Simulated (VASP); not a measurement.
# WSe2 in VASP: single point with PBE+D3(BJ)

Aim: the single point of WSe2 with PBE+D3(BJ).

Program: VASP 6.6.1. These are calculated values, not measurements. Logs are shortened: lines on timing, memory, paths and dates and some standing lists are left out, and cuts for length are marked.

### 1 The cell of the first run

The cell holds a slab with vacuum, 6 atoms: a = 3.286 Å, b = 3.286 Å, c = 46.078 Å, α = 90.00°, β = 90.00°, γ = 120.00°.

### 2 Single point, PBE+D3(BJ)

INCAR reads:

```
SYSTEM = WSe2
PREC = Accurate
ENCUT = 520
EDIFF = 1E-7
ISMEAR = 0
SIGMA = 0.02
LREAL = .FALSE.
LASPH = .TRUE.
NELM = 60
ALGO = Normal
ISIF = 2
LWAVE = .FALSE.
LCHARG = .TRUE.
LDIPOL = .TRUE.
IDIPOL = 3
DIPOL = 0.5 0.5 0.500
GGA = PE
IVDW = 12
LELF = .TRUE.
LVHAR = .TRUE.
LVACPOTAV = .TRUE.
NBANDS = 35
```

KPOINTS reads:

```
regular mesh
0
G
  12 12 1
  0 0 0
```

POSCAR reads:

```
WSe2
1.0
    3.2855208648      0.0000000000      0.0000000000
   -1.6427604324      2.8453445336      0.0000000000
    0.0000000000      0.0000000000     46.0775279785
Se W
4 2
Direct
    0.3333333334      0.6666666667      0.3900469122
    0.3354778216      0.6709556432      0.4631196035
    0.1666666666      0.3333333333      0.5368804312
    0.1663281551      0.3326563102      0.6099529534
    0.6678930908      0.3357861816      0.4266017094
    0.8330148194      0.6660296389      0.5733983902
```

Potentials or basis: VASP PAW PBE potentials, release 64 (Se, W_sv).

Started as:

```bash
$ cat potpaw_PBE.64/Se/POTCAR potpaw_PBE.64/W_sv/POTCAR > POTCAR
$ mpirun -np 1 vasp_std > vasp.out
```

OUTCAR:

```text
SYSTEM = WSe2
   PREC = Accurate
   ENCUT = 520
   EDIFF = 1E-7
   ISMEAR = 0
   LREAL = .FALSE.
   LASPH = .TRUE.
   NELM = 60
   ISIF = 2
   GGA = PE
   IVDW = 12
 IVDW          = 12

 ion  position               nearest neighbor table
   1  0.333  0.667  0.390-   5 2.53   5 2.53   5 2.54
   2  0.335  0.671  0.463-   5 2.53   5 2.54   5 2.54
   3  0.167  0.333  0.537-   6 2.53   6 2.53   6 2.54
   4  0.166  0.333  0.610-   6 2.54   6 2.54   6 2.54
   5  0.668  0.336  0.427-   2 2.53   1 2.53   1 2.53   2 2.54   2 2.54   1 2.54
   6  0.833  0.666  0.573-   3 2.53   3 2.53   4 2.54   4 2.54   4 2.54   3 2.54

  LATTYP: Found a hexagonal cell.
 ALAT       =     3.2855208648
 C/A-ratio  =    14.0244210506

  Lattice vectors:

 A1 = (   3.2855208648,   0.0000000000,   0.0000000000)
 A2 = (  -1.6427604324,   2.8453445336,   0.0000000000)
 A3 = (   0.0000000000,   0.0000000000,  46.0775279785)

Analysis of symmetry for initial positions (statically):
=====================================================================
 Subroutine PRICEL returns:
 Original cell was already a primitive cell.

 Routine SETGRP: Setting up the symmetry group for a
 hexagonal supercell.

 Subroutine GETGRP returns: Found  2 space group operations
 (whereof  2 operations were pure point group operations)
 out of a pool of 24 trial point group operations.

The static configuration has the point symmetry C_1h.

Analysis of symmetry for dynamics (positions and initial velocities):
=====================================================================
 Subroutine PRICEL returns:
 Original cell was already a primitive cell.

 Routine SETGRP: Setting up the symmetry group for a
 hexagonal supercell.

 Subroutine GETGRP returns: Found  2 space group operations
 (whereof  2 operations were pure point group operations)
 out of a pool of 24 trial point group operations.

The dynamic configuration has the point symmetry C_1h.

 Subroutine INISYM returns: Found  2 space group operations
 (whereof  2 operations are pure point group operations),
 and found     1 'primitive' translations

----------------------------------------------------------------------------------------

                                     Primitive cell

  volume of cell :     430.7530

  direct lattice vectors                    reciprocal lattice vectors
     3.285520865  0.000000000  0.000000000     0.304365743  0.175725644  0.000000000
    -1.642760432  2.845344534  0.000000000     0.000000000  0.351451288  0.000000000
     0.000000000  0.000000000 46.077527979     0.000000000  0.000000000  0.021702553

  length of vectors
     3.285520865  3.285520865 46.077527979     0.351451288  0.351451288  0.021702553

  position of ions in fractional coordinates (direct lattice)
     0.333333333  0.666666667  0.390046912
     0.335477822  0.670955643  0.463119603
     0.166666667  0.333333333  0.536880431
     0.166328155  0.332656310  0.609952953
     0.667893091  0.335786182  0.426601709
     0.833014819  0.666029639  0.573398390

  ion indices of the primitive-cell ions
   primitive index   ion index
                 1           1
                 2           2
                 3           3
                 4           4
                 5           5
                 6           6

----------------------------------------------------------------------------------------

 KPOINTS: regular mesh

Automatic generation of k-mesh.
 Grid dimensions read from file:
 generate k-points for:   12   12    1

 Generating k-lattice:

  Cartesian coordinates                     Fractional coordinates (reciprocal lattice)
     0.025363812  0.014643804  0.000000000     0.083333333  0.000000000  0.000000000
     0.000000000  0.029287607  0.000000000     0.000000000  0.083333333  0.000000000
     0.000000000  0.000000000  0.021702553     0.000000000  0.000000000  1.000000000

  Length of vectors
     0.029287607  0.029287607  0.021702553

  Shift w.r.t. Gamma in fractional coordinates (k-lattice)
     0.000000000  0.000000000  0.000000000

 Subroutine IBZKPT returns following result:
 ===========================================

 Found     43 irreducible k-points:

 Following reciprocal coordinates:
            Coordinates               Weight
  0.000000  0.000000  0.000000      1.000000
  0.083333  0.000000  0.000000      4.000000
  0.000000  0.083333  0.000000      2.000000
  0.166667  0.000000  0.000000      4.000000
  0.000000  0.166667  0.000000      2.000000
  0.250000  0.000000  0.000000      4.000000
[... 16 lines left out ...]
 -0.083333  0.416667  0.000000      4.000000
 -0.416667  0.333333  0.000000      4.000000
 [... further k-points ...]
   k-points           NKPTS =     43   k-points in BZ     NKDIM =     43   number of bands    NBANDS=     35
   number of dos      NEDOS =    301   number of ions     NIONS =      6
   total plane-waves  NPLWV = 201600
   dimension x,y,z NGX =    24 NGY =   24 NGZ =  350
   dimension x,y,z NGXF=    48 NGYF=   48 NGZF=  700
   ions per type =               4   2
   NGX,Y,Z   is equivalent  to a cutoff of  12.14, 12.14, 12.63 a.u.
   NGXF,Y,Z  is equivalent  to a cutoff of  24.29, 24.29, 25.26 a.u.
 SYSTEM =  WSe2
   PREC   = accura    normal or accurate (medium, high low for compatibility)
   ISTART =      0    job   : 0-new  1-cont  2-samecut
   ICHARG =      2    charge: 1-file 2-atom 10-const
   ISPIN  =      1    spin polarized calculation?
   LNONCOLLINEAR =      F non collinear calculations
   LSORBIT =      F    spin-orbit coupling
   LASPH  =      T    aspherical Exc in radial PAW
   ENCUT  =  520.0 eV  38.22 Ry    6.18 a.u.   6.11  6.11 85.67*2*pi/ulx,y,z
   NELM   =     60;   NELMIN=  2; NELMDL= -5     # of ELM steps
   EDIFF  = 0.1E-06   stopping-criterion for ELM
   LREAL  =      F    real-space projection
   EDIFFG = 0.1E-05   stopping-criterion for IOM
   NSW    =      0    number of steps for IOM
   IBRION =     -1    ionic relax: 0-MD 1-quasi-New 2-CG
   NFREE  =      0    steps in history (QN), initial steepest desc. (CG)
   ISIF   =      2    stress and relaxation
   ISYM   =      2    0-nonsym 1-usesym 2-fastsym
   POTIM  = 0.5000    time-step for ionic-motion
   TEBEG  =    0.0;   TEEND  =   0.0 temperature during run
   PSTRESS=    0.0 pullay stress
   NELECT =      52.0000    total number of electrons
   NUPDOWN=      -1.0000    fix difference up-down
   EMIN   =  10.00;   EMAX   =-10.00  energy-range for DOS
   EFERMI =   0.00;   METHOD = LEGACY
   ISMEAR =     0;   SIGMA  =   0.02  broadening in eV -4-tet -1-fermi 0-gaus
   EFERMI_NEDOS =   21; number of points for ismear=-14 and -15
   IALGO  =     38    algorithm
   IMIX   =      4    mixing-type and parameters
     AMIX     =   0.40;   BMIX     =  1.00
     AMIX_MAG =   1.60;   BMIX_MAG =  1.00
  volume/ion in A,a.u.               =      71.79       484.48
  Fermi-wavevector in a.u.,A,eV,Ry     =   0.809096  1.528969  8.906860  0.654636
  Thomas-Fermi vector in A             =   1.918023
   LORBIT       =      0    0 simple, 1 ext, 2 COOP (PROOUT), +10 PAW based schemes
   GGA     = PE    functional components
   LHFCALC =     F    Hartree Fock is set to
   AEXX    =    0.0000 exact exchange contribution
   IVDW    =    12    specifies the selected vdW correction
   LEPSILON=     F    determine dielectric tensor
   LRPA    =     F    only Hartree local field effects (RPA)
 non-spin polarized calculation
 Gauss-broadening in eV      SIGMA  =   0.02
  energy-cutoff  :      520.00
  volume of cell :      430.75
 maximum number of plane-waves:     11694
   NGX = 13   NGY = 13   NGZ =171

 dipolmoment           0.000000      0.000000     -0.000020 electrons x Angstroem

 number of electron      51.9999995 magnetization

 dipolmoment           0.000000      0.000000      0.000025 electrons x Angstroem

 Free energy of the ion-electron system (eV)
  ---------------------------------------------------
  ext. energy  EPLUGINS =         0.00000000
  ---------------------------------------------------
  free energy    TOTEN  =       -43.16286126 eV

  energy without entropy =      -43.16286126  energy(sigma->0) =      -43.16286126

 E-fermi :  -1.7295     XC(G=0):  -3.2974

 val. band max:       -1.9398965462   @ k =   0.3333   0.3333   0.0000
 cond. band min:      -0.4702406222   @ k =   0.1667   0.1667   0.0000
 fundamental gap:      1.4696559240
 Fermi energy:        -1.7294698287

 k-point     1 :       0.0000    0.0000    0.0000
  band No.  band energies     occupation
      1     -75.9854      2.00000
      2     -75.9850      2.00000
      3     -40.2330      2.00000
      4     -40.2325      2.00000
      5     -40.0977      2.00000
      6     -40.0972      2.00000
[... 27 lines left out ...]
     34       1.2246      0.00000
     35       2.4233      0.00000

 k-point     2 :       0.0833    0.0000    0.0000
  band No.  band energies     occupation
      1     -75.9848      2.00000
      2     -75.9843      2.00000
      3     -40.2299      2.00000
      4     -40.2295      2.00000
      5     -40.1135      2.00000
      6     -40.1130      2.00000
[... 27 lines left out ...]
     34       1.2170      0.00000
     35       2.7280      0.00000

 k-point     3 :       0.0000    0.0833    0.0000
  band No.  band energies     occupation
      1     -75.9848      2.00000
      2     -75.9843      2.00000
      3     -40.2299      2.00000
      4     -40.2295      2.00000
      5     -40.1130      2.00000
      6     -40.1126      2.00000
[... 27 lines left out ...]
     34       1.2387      0.00000
     35       2.7302      0.00000
[... 723 lines left out ...]
 k-point    23 :      -0.0833    0.4167    0.0000
  band No.  band energies     occupation
      1     -75.9763      2.00000
      2     -75.9759      2.00000
      3     -40.2944      2.00000
      4     -40.2939      2.00000
      5     -40.1933      2.00000
      6     -40.1929      2.00000
[... 27 lines left out ...]
     34       2.3847      0.00000
     35       3.5808      0.00000

 k-point    24 :      -0.4167    0.3333    0.0000
  band No.  band energies     occupation
      1     -75.9763      2.00000
      2     -75.9759      2.00000
      3     -40.2948      2.00000
      4     -40.2944      2.00000
      5     -40.1934      2.00000
      6     -40.1930      2.00000
[... 27 lines left out ...]
     34       2.3898      0.00000
     35       3.6394      0.00000

 [... further k-points ...]

------------------------ aborting loop because EDIFF is reached ----------------------------------------

 vacuum level on the upper side and lower side of the slab       (xc-potential included)        -0.086        -0.086

 Edisp (eV)   -2.33820

 E8    (eV) :    -1.0765

  FORCE on cell =-STRESS in cart. coord.  units (eV):
  Direction    XX          YY          ZZ          XY          YZ          ZX
  --------------------------------------------------------------------------------------
  -------------------------------------------------------------------------------------
  Total       0.02296     0.13839     0.31959     0.00000    -0.41093     0.00000
  in kB       0.08539     0.51475     1.18872     0.00000    -1.52843     0.00000
  external pressure =        0.60 kB  Pullay stress =        0.00 kB

 VOLUME and BASIS-vectors are now :
 -----------------------------------------------------------------------------
  energy-cutoff  :      520.00
  volume of cell :      430.75
      direct lattice vectors                 reciprocal lattice vectors
     3.285520865  0.000000000  0.000000000     0.304365743  0.175725644  0.000000000
    -1.642760432  2.845344534  0.000000000     0.000000000  0.351451288  0.000000000
     0.000000000  0.000000000 46.077527979     0.000000000  0.000000000  0.021702553

 POSITION                                       TOTAL-FORCE (eV/Angst)
 -----------------------------------------------------------------------------------
      0.00000      1.89690     17.97240         0.000000      0.059790     -0.047308
      0.00000      1.90910     21.33941        -0.000000      0.000251      0.044496
     -0.00000      0.94845     24.73812        -0.000000     -0.060157     -0.044243
     -0.00000      0.94652     28.10512        -0.000000      0.000009      0.047003
      1.64276      0.95543     19.65675        -0.000000      0.000568     -0.002645
      1.64276      1.89508     26.42078        -0.000000     -0.000462      0.002697
 -----------------------------------------------------------------------------------
    total drift:                                0.000000      0.000113      0.000039

  FREE ENERGIE OF THE ION-ELECTRON SYSTEM (eV)
  ---------------------------------------------------
  free  energy   TOTEN  =       -45.5010572448 eV

  energy  without entropy=      -45.5010572448  energy(sigma->0) =      -45.50105724

 vacuum level on the upper side and lower side of the slab         3.118         3.117
```

It took 28 min on 1 thread of Intel Xeon 8259CL, shared host; peak memory 0.87 GiB.

Results:

```yaml
Free_energy: -45.5011 eV
Largest_force: 0.076 eV/Å
Band_gap_on_the_k_mesh: 1.47 eV (least direct gap 1.66 eV)
Dispersion_energy_per_atom: -0.390 eV
Ionisation_potential_of_the_upper_face: 5.06 eV
```

Forces in eV/Å, atoms in the order of the input:
```
Se   0.000  0.060 -0.047
Se   0.000  0.000  0.044
Se   0.000 -0.060 -0.044
Se   0.000  0.000  0.047
W    0.000  0.001 -0.003
W    0.000  0.000  0.003
```

Levels at points of the mesh, in eV from the valence-band top:
```csv
k point,band 24,band 25,band 26,band 27,band 28,band 29
"(0.00, 0.00, 0.00)",-1.18,-0.60,-0.02,2.97,2.97,2.97
"(0.50, 0.00, 0.00)",-0.93,-0.89,-0.84,2.46,2.46,2.67
"(0.00, 0.50, 0.00)",-1.02,-0.93,-0.86,2.46,2.47,2.72
```

Caveat: spin-orbit coupling is left out, which moves the levels of the heavy elements.
